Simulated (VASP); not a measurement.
# Ru6N in VASP: a series of runs

Ru6N is run at these levels: PBE; tasks: single point.

Program: VASP 6.6.1. These are calculated values, not measurements. Logs are shortened: lines on timing, memory, paths and dates and some standing lists are left out, and cuts for length are marked.

### 1 The cell of the first run

The cell holds a slab with vacuum, 7 atoms: a = 2.720 Å, b = 4.297 Å, c = 20.838 Å, α = 90.00°, β = 90.00°, γ = 90.00°.

### 2 Single point, PBE

Contents of INCAR:

```
PREC     = Accurate       # precision mode
ENCUT    = 520            # plane-wave cutoff, eV
EDIFF    = 1E-6           # SCF threshold, eV
ISMEAR   = 0              # smearing method
SIGMA    = 0.1            # smearing width, eV
LREAL    = False          # projectors in reciprocal space
LASPH    = True           # aspherical terms in the spheres
NELM     = 60             # most SCF steps
ALGO     = Normal         # electronic algorithm
ISIF     = 2              # what is computed and relaxed
LWAVE    = False          # write WAVECAR
LCHARG   = False          # write CHGCAR
LDIPOL   = True         
IDIPOL   = 3            
DIPOL    = 0.5 0.5 0.351
GGA      = PE             # functional
NBANDS   = 54             # bands
```

Contents of KPOINTS:

```
Automatic mesh
0
Gamma
  10 6 1
```

Contents of POSCAR:

```
Ru6N
1.0
    2.7197977462      0.0000000000      0.0000000000
    0.0000000000      4.2966597640      0.0000000000
    0.0000000000      0.0000000000     20.8383397414
Ru N
6 1
Direct
    0.0000000000      0.7500000000      0.1919538720
    0.5000000000      0.2500000000      0.2296314409
    0.5000000000      0.7500000000      0.3049865786
    0.0000000000      0.2500000000      0.3407382302
    0.0000000000      0.7500000000      0.4168575075
    0.5000000000      0.2500000000      0.4481326179
    0.6666666667      0.3500000000      0.5224058036
```

Potentials or basis: VASP PAW PBE potentials, release 64 (Ru_pv, N).

Started as:

```console
$ cat potpaw_PBE.64/Ru_pv/POTCAR potpaw_PBE.64/N/POTCAR > POTCAR
$ mpirun -np 1 vasp_std > vasp.out
```

OUTCAR:

```text
PREC = Accurate
   ENCUT = 520
   EDIFF = 1E-6
   ISMEAR = 0
   LREAL = False
   LASPH = True
   NELM = 60
   ISIF = 2
   GGA = PE

 ion  position               nearest neighbor table
   1  0.000  0.750  0.192-   2 2.66   2 2.66   2 2.66   2 2.66   3 2.72   3 2.72
   2  0.500  0.250  0.230-   3 2.66   3 2.66   1 2.66   1 2.66   1 2.66   1 2.66   4 2.69   4 2.69

   3  0.500  0.750  0.305-   4 2.65   4 2.65   4 2.65   4 2.65   2 2.66   2 2.66   5 2.70   5 2.70
                             1 2.72   1 2.72
   4  0.000  0.250  0.341-   6 2.62   6 2.62   3 2.65   3 2.65   3 2.65   3 2.65   5 2.67   5 2.67
                             2 2.69   2 2.69
   5  0.000  0.750  0.417-   6 2.62   6 2.62   6 2.62   6 2.62   4 2.67   4 2.67   3 2.70   3 2.70

   6  0.500  0.250  0.448-   7 1.67   4 2.62   4 2.62   5 2.62   5 2.62   5 2.62   5 2.62
   7  0.667  0.350  0.522-   6 1.67

  LATTYP: Found a simple orthorhombic cell.
 ALAT       =     2.7197977462
 B/A-ratio  =     1.5797717937
 C/A-ratio  =     7.6617240273

  Lattice vectors:

 A1 = (   2.7197977462,   0.0000000000,   0.0000000000)
 A2 = (   0.0000000000,   4.2966597640,   0.0000000000)
 A3 = (   0.0000000000,   0.0000000000,  20.8383397414)

Analysis of symmetry for initial positions (statically):
=====================================================================
 Subroutine PRICEL returns:
 Original cell was already a primitive cell.

 Routine SETGRP: Setting up the symmetry group for a
 simple orthorhombic supercell.

 Subroutine GETGRP returns: Found  1 space group operations
 (whereof  1 operations were pure point group operations)
 out of a pool of  8 trial point group operations.

The static configuration has the point symmetry C_1 .

Analysis of symmetry for dynamics (positions and initial velocities):
=====================================================================
 Subroutine PRICEL returns:
 Original cell was already a primitive cell.

 Routine SETGRP: Setting up the symmetry group for a
 simple orthorhombic supercell.

 Subroutine GETGRP returns: Found  1 space group operations
 (whereof  1 operations were pure point group operations)
 out of a pool of  8 trial point group operations.

The dynamic configuration has the point symmetry C_1 .

 Subroutine INISYM returns: Found  1 space group operations
 (whereof  1 operations are pure point group operations),
 and found     1 'primitive' translations

----------------------------------------------------------------------------------------

                                     Primitive cell

  volume of cell :     243.5178

  direct lattice vectors                    reciprocal lattice vectors
     2.719797746  0.000000000  0.000000000     0.367674398  0.000000000  0.000000000
     0.000000000  4.296659764  0.000000000     0.000000000  0.232738931  0.000000000
     0.000000000  0.000000000 20.838339741     0.000000000  0.000000000  0.047988468

  length of vectors
     2.719797746  4.296659764 20.838339741     0.367674398  0.232738931  0.047988468

  position of ions in fractional coordinates (direct lattice)
     0.000000000  0.750000000  0.191953872
     0.500000000  0.250000000  0.229631441
     0.500000000  0.750000000  0.304986579
     0.000000000  0.250000000  0.340738230
     0.000000000  0.750000000  0.416857507
     0.500000000  0.250000000  0.448132618
     0.666666667  0.350000000  0.522405804

  ion indices of the primitive-cell ions
   primitive index   ion index
                 1           1
                 2           2
                 3           3
                 4           4
                 5           5
                 6           6
                 7           7

----------------------------------------------------------------------------------------

 KPOINTS: Automatic mesh

Automatic generation of k-mesh.
 Grid dimensions read from file:
 generate k-points for:   10    6    1

 Generating k-lattice:

  Cartesian coordinates                     Fractional coordinates (reciprocal lattice)
     0.036767440  0.000000000  0.000000000     0.100000000  0.000000000  0.000000000
     0.000000000  0.038789822  0.000000000     0.000000000  0.166666667  0.000000000
     0.000000000  0.000000000  0.047988468     0.000000000  0.000000000  1.000000000

  Length of vectors
     0.036767440  0.038789822  0.047988468

  Shift w.r.t. Gamma in fractional coordinates (k-lattice)
     0.000000000  0.000000000  0.000000000

 Subroutine IBZKPT returns following result:
 ===========================================

 Found     32 irreducible k-points:

 Following reciprocal coordinates:
            Coordinates               Weight
  0.000000  0.000000  0.000000      1.000000
  0.100000  0.000000  0.000000      2.000000
  0.200000  0.000000  0.000000      2.000000
  0.300000  0.000000  0.000000      2.000000
  0.400000  0.000000  0.000000      2.000000
  0.500000  0.000000  0.000000      1.000000
[... 16 lines left out ...]
  0.300000 -0.333333  0.000000      2.000000
  0.400000  0.333333  0.000000      2.000000
 [... further k-points ...]
   k-points           NKPTS =     32   k-points in BZ     NKDIM =     32   number of bands    NBANDS=     54
   number of dos      NEDOS =    301   number of ions     NIONS =      7
   total plane-waves  NPLWV = 102400
   dimension x,y,z NGX =    20 NGY =   32 NGZ =  160
   dimension x,y,z NGXF=    40 NGYF=   64 NGZF=  320
   ions per type =               6   1
   NGX,Y,Z   is equivalent  to a cutoff of  12.22, 12.38, 12.76 a.u.
   NGXF,Y,Z  is equivalent  to a cutoff of  24.45, 24.76, 25.53 a.u.
 SYSTEM =  unknown system
   PREC   = accura    normal or accurate (medium, high low for compatibility)
   ISTART =      0    job   : 0-new  1-cont  2-samecut
   ICHARG =      2    charge: 1-file 2-atom 10-const
   ISPIN  =      1    spin polarized calculation?
   LNONCOLLINEAR =      F non collinear calculations
   LSORBIT =      F    spin-orbit coupling
   LASPH  =      T    aspherical Exc in radial PAW
   ENCUT  =  520.0 eV  38.22 Ry    6.18 a.u.   5.06  7.99 38.75*2*pi/ulx,y,z
   NELM   =     60;   NELMIN=  2; NELMDL= -5     # of ELM steps
   EDIFF  = 0.1E-05   stopping-criterion for ELM
   LREAL  =      F    real-space projection
   EDIFFG = 0.1E-04   stopping-criterion for IOM
   NSW    =      0    number of steps for IOM
   IBRION =     -1    ionic relax: 0-MD 1-quasi-New 2-CG
   NFREE  =      0    steps in history (QN), initial steepest desc. (CG)
   ISIF   =      2    stress and relaxation
   ISYM   =      2    0-nonsym 1-usesym 2-fastsym
   POTIM  = 0.5000    time-step for ionic-motion
   TEBEG  =    0.0;   TEEND  =   0.0 temperature during run
   PSTRESS=    0.0 pullay stress
   NELECT =      89.0000    total number of electrons
   NUPDOWN=      -1.0000    fix difference up-down
   EMIN   =  10.00;   EMAX   =-10.00  energy-range for DOS
   EFERMI =   0.00;   METHOD = LEGACY
   ISMEAR =     0;   SIGMA  =   0.10  broadening in eV -4-tet -1-fermi 0-gaus
   EFERMI_NEDOS =   21; number of points for ismear=-14 and -15
   IALGO  =     38    algorithm
   IMIX   =      4    mixing-type and parameters
     AMIX     =   0.40;   BMIX     =  1.00
     AMIX_MAG =   1.60;   BMIX_MAG =  1.00
  volume/ion in A,a.u.               =      34.79       234.76
  Fermi-wavevector in a.u.,A,eV,Ry     =   1.170473  2.211873 18.640066  1.370006
  Thomas-Fermi vector in A             =   2.306931
   LORBIT       =      0    0 simple, 1 ext, 2 COOP (PROOUT), +10 PAW based schemes
   GGA     = PE    functional components
   LHFCALC =     F    Hartree Fock is set to
   AEXX    =    0.0000 exact exchange contribution
   IVDW    =     0    specifies the selected vdW correction
   LEPSILON=     F    determine dielectric tensor
   LRPA    =     F    only Hartree local field effects (RPA)
 non-spin polarized calculation
 Gauss-broadening in eV      SIGMA  =   0.10
  energy-cutoff  :      520.00
  volume of cell :      243.52
 maximum number of plane-waves:      6614
   NGX = 11   NGY = 15   NGZ = 77

 dipolmoment           0.000000      0.000000     -0.432074 electrons x Angstroem

 number of electron      89.0000041 magnetization

 dipolmoment           0.000000      0.000000      0.098583 electrons x Angstroem

 Free energy of the ion-electron system (eV)
  ---------------------------------------------------
  ext. energy  EPLUGINS =         0.00000000
  ---------------------------------------------------
  free energy    TOTEN  =       -58.26307666 eV

  energy without entropy =      -58.21648102  energy(sigma->0) =      -58.23977884

 E-fermi :   1.0183     XC(G=0):  -6.0580

 val. band max:        1.0174527000   @ k =   0.2000   0.3333   0.0000
 cond. band min:       1.0201994743   @ k =   0.3000   0.5000   0.0000
 fundamental gap:      0.0027467744
 Fermi energy:         1.0183479383

 k-point     1 :       0.0000    0.0000    0.0000
  band No.  band energies     occupation
      1     -43.5033      2.00000
      2     -42.7469      2.00000
      3     -42.5303      2.00000
      4     -42.3941      2.00000
      5     -42.3173      2.00000
      6     -42.1819      2.00000
[... 46 lines left out ...]
     53       2.6381      0.00000
     54       2.8328      0.00000

 k-point     2 :       0.1000    0.0000    0.0000
  band No.  band energies     occupation
      1     -43.4992      2.00000
      2     -42.7252      2.00000
      3     -42.5101      2.00000
      4     -42.4404      2.00000
      5     -42.3091      2.00000
      6     -42.1644      2.00000
[... 46 lines left out ...]
     53       2.7016      0.00000
     54       2.7216      0.00000
[... 1195 lines left out ...]
     53       3.0215      0.00000
     54       3.6381      0.00000

 k-point    24 :       0.4000    0.3333    0.0000
  band No.  band energies     occupation
      1     -43.4923      2.00000
      2     -42.8605      2.00000
      3     -42.5880      2.00000
      4     -42.4991      2.00000
      5     -42.4467      2.00000
      6     -42.3005      2.00000
[... 46 lines left out ...]
     53       3.3321      0.00000
     54       4.2515      0.00000

 [... further k-points ...]

------------------------ aborting loop because EDIFF is reached ----------------------------------------

 vacuum level on the upper side and lower side of the slab       (xc-potential included)         0.737        -0.747

  FORCE on cell =-STRESS in cart. coord.  units (eV):
  Direction    XX          YY          ZZ          XY          YZ          ZX
  --------------------------------------------------------------------------------------
  -------------------------------------------------------------------------------------
  Total       -0.0795572      0.1716541      2.2370767      0.2820248     -0.1770206      0.3998834
  in kB       -0.5234309      1.1293646     14.7184057      1.8555267     -1.1646724      2.6309540
  external PRESSURE =       5.1081131 kB  Pullay stress =       0.0000000 kB

 VOLUME and BASIS-vectors are now :
 -----------------------------------------------------------------------------
  energy-cutoff  :      520.00
  volume of cell :      243.52
      direct lattice vectors                 reciprocal lattice vectors
     2.719797746  0.000000000  0.000000000     0.367674398  0.000000000  0.000000000
     0.000000000  4.296659764  0.000000000     0.000000000  0.232738931  0.000000000
     0.000000000  0.000000000 20.838339741     0.000000000  0.000000000  0.047988468

 POSITION                                       TOTAL-FORCE (eV/Angst)
 -----------------------------------------------------------------------------------
      0.00000      3.22249      4.00000         0.015504      0.057112      0.874487
      1.35990      1.07416      4.78514        -0.058585     -0.036289     -0.517873
      1.35990      3.22249      6.35541        -0.041574     -0.131398     -0.109948
      0.00000      1.07416      7.10042        -0.160986      0.048607     -1.465558
      0.00000      3.22249      8.68662         0.103267      0.412980     -1.041975
      1.35990      1.07416      9.33834         0.271160     -0.318861      2.031517
      1.81320      1.50383     10.88607        -0.128786     -0.032152      0.229351
 -----------------------------------------------------------------------------------
    total drift:                                0.000038      0.000023      0.000326

  FREE ENERGIE OF THE ION-ELECTRON SYSTEM (eV)
  ---------------------------------------------------
  free  energy   TOTEN  =       -58.2630766584 eV

  energy  without entropy=      -58.2164810182  energy(sigma->0) =      -58.23977884

 vacuum level on the upper side and lower side of the slab         7.343         5.818
```

Wall time 17 min (1 thread of Intel Xeon Platinum 8488C (Sapphire Rapids), shared host); peak memory 0.5 GiB.

What came out:

```yaml
Free_energy: -58.2631 eV
Largest_force: 2.074 eV/Å
Band_gap_on_the_k_mesh: zero (an odd number of electrons rules out a gap without spin polarisation)
```

Forces on the atoms (eV/Å):
```
Ru   0.016  0.057  0.874
Ru  -0.059 -0.036 -0.518
Ru  -0.042 -0.131 -0.110
Ru  -0.161  0.049 -1.466
Ru   0.103  0.413 -1.042
Ru   0.271 -0.319  2.032
N   -0.129 -0.032  0.229
```

Levels at points of the mesh, in eV from the Fermi level:
```csv
k point,band 41,band 42,band 43,band 44,band 45,band 46,band 47,band 48,band 49,band 50
"(0.00, 0.00, 0.00)",-1.55,-1.28,-1.21,-0.82,-0.65,-0.39,-0.13,0.52,0.53,1.09
"(0.50, 0.00, 0.00)",-0.76,-0.06,0.11,0.15,0.84,1.17,1.24,1.51,1.55,1.68
"(0.00, 0.50, 0.00)",-1.31,-1.13,-0.79,-0.50,-0.20,0.32,0.36,0.43,0.56,0.93
"(0.50, 0.50, 0.00)",-0.55,-0.29,0.27,0.49,0.75,0.83,1.21,1.30,1.42,1.57
```

### 3 Single point, PBE

Contents of INCAR:

```
ALGO = Normal
DIPOL = 0.5 0.5 0.347
EDIFF = 1E-7
ENCUT = 520
GGA = PE
IDIPOL = 3
ISIF = 2
ISMEAR = 0
LASPH = T
LCHARG = T
LDIPOL = T
LELF = T
LREAL = F
LVACPOTAV = T
LVHAR = T
LWAVE = F
NBANDS = 54
NELM = 100
PREC = Accurate
SIGMA = 0.1
```

Contents of KPOINTS:

```
k-points
0
Gamma
  10 6 1
```

POSCAR: that of step 2 with these lines changed.

```diff
@@ -14,2 +14,2 @@
     0.5000000000      0.2500000000      0.4481326179
-    0.6666666667      0.3500000000      0.5224058036
+    0.6666666667      0.5500000000      0.4990583407
```

Potentials or basis: VASP PAW PBE potentials, release 64 (Ru_pv, N).

Started as:

```console
$ cat potpaw_PBE.64/Ru_pv/POTCAR potpaw_PBE.64/N/POTCAR > POTCAR
$ mpirun -np 1 vasp_std > vasp.out
```

It took 13 min on 1 thread of Intel Xeon Platinum 8488C (Sapphire Rapids), shared host; peak memory 0.5 GiB.

It converged, with:

```
Free energy            : -58.7009 eV
Largest force          : 1.465 eV/Å
Band gap on the k mesh : zero (an odd number of electrons rules out a gap without spin polarisation)
```

Forces in eV/Å, atoms in the order of the input:
```
Ru   0.012  0.057  0.795
Ru   0.016 -0.004 -0.433
Ru   0.030 -0.272 -0.430
Ru   0.067  0.023 -0.871
Ru  -0.782 -0.002  0.719
Ru   0.164 -1.178  0.128
N    0.492  1.377  0.092
```

Levels at points of the mesh, in eV from the Fermi level:
| k point | band 42 | band 43 | band 44 | band 45 | band 46 | band 47 | band 48 | band 49 |
| --- | --- | --- | --- | --- | --- | --- | --- | --- |
| (0.00, 0.00, 0.00) | -1.25 | -1.12 | -0.83 | -0.68 | -0.28 | 0.29 | 0.58 | 0.90 |
| (0.50, 0.00, 0.00) | -0.03 | 0.11 | 0.36 | 0.89 | 1.14 | 1.30 | 1.43 | 1.57 |
| (0.00, 0.50, 0.00) | -1.13 | -0.78 | -0.32 | -0.22 | 0.32 | 0.34 | 0.48 | 0.54 |
| (0.50, 0.50, 0.00) | -0.22 | 0.30 | 0.37 | 0.72 | 1.01 | 1.22 | 1.39 | 1.54 |
